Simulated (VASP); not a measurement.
## TiSi2: relaxation of shape and atoms at fixed volume with PBEsol

TiSi2:

```
Ti Si
1.0
     0.00000    4.04973    4.20513
     2.35683    0.00000    4.20513
     2.35683    4.04973    0.00000
Ti Si
2 4
Direct
  0.75000 0.75000 0.75000
  0.50000 0.50000 0.50000
  0.08617 0.41383 0.08617
  0.41383 0.08617 0.41383
  0.16383 0.83617 0.16383
  0.83617 0.16383 0.83617
```

```
Program                : VASP 6.6.1
Task                   : relaxation of shape and atoms at fixed volume
Functional             : PBEsol
Potentials or basis    : VASP PAW PBE potentials, release 64 (Ti_sv, Si)
Cutoff                 : 600 eV
k mesh                 : 10 × 10 × 10
Occupations            : gaussian, width 0.1 eV
Spin                   : no spin polarisation
Dipole correction      : no
Further INCAR settings : ALGO = Normal; EDIFF = 1e-06; IBRION = 2; EDIFFG = -0.01; NSW = 50; ISIF = 4
```

| Quantity | Value |
| --- | --- |
| Energy gained by relaxing | 0.2 meV/atom |
| Ionic steps | 3 |
| Pressure after relaxing | 5.0 GPa |
| Largest force after relaxing | 0.006 eV/Å |
| Band gap on the k mesh | zero (bands 20 and 21 overlap by 1.95 eV) |

Forces in eV/Å, atoms in the order of the input:
```
Ti   0.000  0.000  0.000
Ti   0.000  0.000  0.000
Si   0.000 -0.006  0.000
Si   0.000  0.006  0.000
Si   0.000  0.006  0.000
Si   0.000 -0.006  0.000
```

The path:
| step | energy change (eV) | largest force (eV/Å) | pressure (GPa) | volume (Å³) |
| --- | --- | --- | --- | --- |
| 1 | 0.0000 | 0.0138 | 5.17 | 80.27 |
| 2 | -0.0006 | 0.0017 | 4.98 | 80.27 |
| 3 | -0.0010 | 0.0064 | 5.05 | 80.27 |

Final structure:
```
CELL_PARAMETERS angstrom
0.00000 4.04166 4.21491
2.35606 0.00000 4.21491
2.35606 4.04166 0.00000
ATOMIC_POSITIONS crystal
Ti 0.75000 0.75000 0.75000
Ti 0.50000 0.50000 0.50000
Si 0.08612 0.41388 0.08612
Si 0.41388 0.08612 0.41388
Si 0.16388 0.83612 0.16388
Si 0.83612 0.16388 0.83612
```

Levels at points of the mesh, in eV from the Fermi level:
| k point | band 18 | band 19 | band 20 | band 21 | band 22 | band 23 |
| --- | --- | --- | --- | --- | --- | --- |
| (0.00, 0.00, 0.00) | -2.01 | -1.76 | -1.38 | -0.97 | 2.16 | 3.31 |
| (0.50, 0.00, 0.00) | -1.11 | -0.05 | 0.15 | 1.09 | 1.45 | 1.80 |
| (0.50, 0.50, 0.00) | -1.55 | -1.04 | -1.04 | 0.76 | 0.76 | 3.42 |
| (0.50, 0.00, 0.50) | -2.40 | -0.88 | -0.88 | 1.36 | 1.36 | 3.53 |
| (0.00, 0.50, 0.50) | -1.19 | -0.65 | -0.65 | 0.88 | 0.88 | 2.45 |

Wall time 6.2 min on 1 thread of Intel(R) Xeon(R) 6975P-C (Granite Rapids), with other jobs on the host, peak memory 0.52 GiB.

Caveat: the PAW data sets were made with another functional, which shifts forces and pressure a little.
